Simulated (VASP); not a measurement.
Write the native input for VASP 6.6.1 that does the following.

```
Task                   : single point
Functional             : PBE
Potentials or basis    : VASP PAW PBE potentials, release 64 (Hf_pv)
Cutoff                 : 520 eV
k mesh                 : 18 × 18 × 18
Occupations            : gaussian, width 0.15 eV
Spin                   : no spin polarisation
Dipole correction      : no
Further INCAR settings : ALGO = Normal; EDIFF = 1e-06; NBANDS = 11
```

The structure of Hf lies in POSCAR:

```
Hf
1.0
    0.0000000000      2.1312000000      2.2200000000
    2.1312000000      0.0000000000      2.2200000000
    2.1312000000      2.1312000000      0.0000000000
Hf
1
Direct
    0.0000000000      0.0000000000      0.0000000000
```

This cell differs from its parent crystal: strain -0.040 along x and y, +0.000 along z.

These files were run (other wordings do the same):

INCAR

```
SYSTEM = Hf
  PREC = Accurate
  ENCUT = 520
  EDIFF = 1E-6
  ISMEAR = 0
  SIGMA = 0.15
  LREAL = .FALSE.
  LASPH = .TRUE.
  NELM = 80
  ALGO = Normal
  ISIF = 2
  LWAVE = .FALSE.
  LCHARG = .FALSE.
  GGA = PE
  NBANDS = 11
```

KPOINTS

```
regular mesh
0
G
  18 18 18
  0 0 0
```

Potentials or basis: VASP PAW PBE potentials, release 64 (Hf_pv).

Run with:

```console
$ cat potpaw_PBE.64/Hf_pv/POTCAR > POTCAR
$ mpirun -np 1 vasp_std > vasp.out
```

It gave:

| Property | Result |
| --- | --- |
| Pressure | 13.2 GPa |
| Band gap on the k mesh | zero (band 5 reaches 6.72 eV, above the bottom of band 6 at 4.72 eV) |

Caveat: the cell differs from its parent crystal (strain -0.040 along x and y, +0.000 along z); spin-orbit coupling is left out, which moves the levels of the heavy elements.

Run time: 36 s on 1 thread of Intel(R) Xeon(R) Platinum 8559C (Emerald Rapids) (shared host), peak memory 0.22 GiB.
